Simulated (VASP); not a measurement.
TaN (CsCl type), 2 atoms in the cell. Symmetry: Pm-3m, No. 221, cubic system. Conventional cell: a = 2.465 Å, b = 2.465 Å, c = 2.465 Å, α = 90.00°, β = 90.00°, γ = 90.00°. Ta (site symmetry m-3m) has 8 N at 2.14 Å and 6 Ta at 2.47 Å within 2.8 Å. Within 2.8 Å of N (site symmetry m-3m) lie 8 Ta at 2.14 Å and 6 N at 2.47 Å.  This cell differs from its parent crystal: volume scaled by 0.72.

```yaml
Program: VASP 6.6.1
Task: single point
Functional: PBE
Potentials_or_basis: VASP PAW PBE potentials, release 64 (Ta_pv, N)
Cutoff: 520 eV
k_mesh: 15 × 15 × 15
Occupations: fermi-dirac, width 0.05 eV
Spin: no spin polarisation
Dipole_correction: no
Further_INCAR_settings: ALGO = Normal; EDIFF = 1e-06; NBANDS = 15
```

Potentials or basis: VASP PAW PBE potentials, release 64 (Ta_pv, N).

Run with:

```sh
$ cat potpaw_PBE.64/Ta_pv/POTCAR potpaw_PBE.64/N/POTCAR > POTCAR
$ mpirun -np 1 vasp_std > vasp.out
```

Hardware: 1 thread of AMD EPYC 9R45 96-Core Processor (Zen 5) (shared host).

Question: Estimate the wall time of this run.

Answer: Wall time 12 s on 1 thread of AMD EPYC 9R45 96-Core Processor (Zen 5), with other jobs on the host, peak memory 0.11 GiB. Counts: scf iterations 12, k points 120.
